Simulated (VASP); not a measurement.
MnAu, 2 atoms in the cell. Symmetry: Pm-3m, No. 221, cubic system. Conventional cell: a = 3.097 Å, b = 3.097 Å, c = 3.097 Å, α = 90.00°, β = 90.00°, γ = 90.00°. Within 3.5 Å of Mn (site symmetry m-3m) lie 8 Au at 2.68 Å and 6 Mn at 3.10 Å. Within 3.5 Å of Au (site symmetry m-3m) lie 8 Mn at 2.68 Å and 6 Au at 3.10 Å. 

| Item | Value |
| --- | --- |
| Program | VASP 6.6.1 |
| Task | single point |
| Functional | PBEsol |
| Potentials or basis | VASP PAW PBE potentials, release 64 (Mn_pv, Au) |
| Cutoff | 500 eV |
| k mesh | 11 × 11 × 11 |
| Occupations | tetrahedron |
| Spin | collinear spin, ferromagnetic start |
| Starting moments | [4.0, 0.0] μB |
| Dipole correction | no |
| Further INCAR settings | ALGO = Normal; EDIFF = 1e-06; NBANDS = 23 |

Potentials or basis: VASP PAW PBE potentials, release 64 (Mn_pv, Au).

Run with:

```console
$ cat potpaw_PBE.64/Mn_pv/POTCAR potpaw_PBE.64/Au/POTCAR > POTCAR
$ mpirun -np 1 vasp_std > vasp.out
```

Hardware: 1 thread of Intel(R) Xeon(R) Platinum 8488C (Sapphire Rapids), with other jobs on the host.

**Question.** Estimate the wall time of this run.

**Answer.** Wall time 36 s on 1 thread of Intel(R) Xeon(R) Platinum 8488C (Sapphire Rapids), on a shared host, peak memory 0.19 GiB. Counts: scf iterations 15, k points 56.
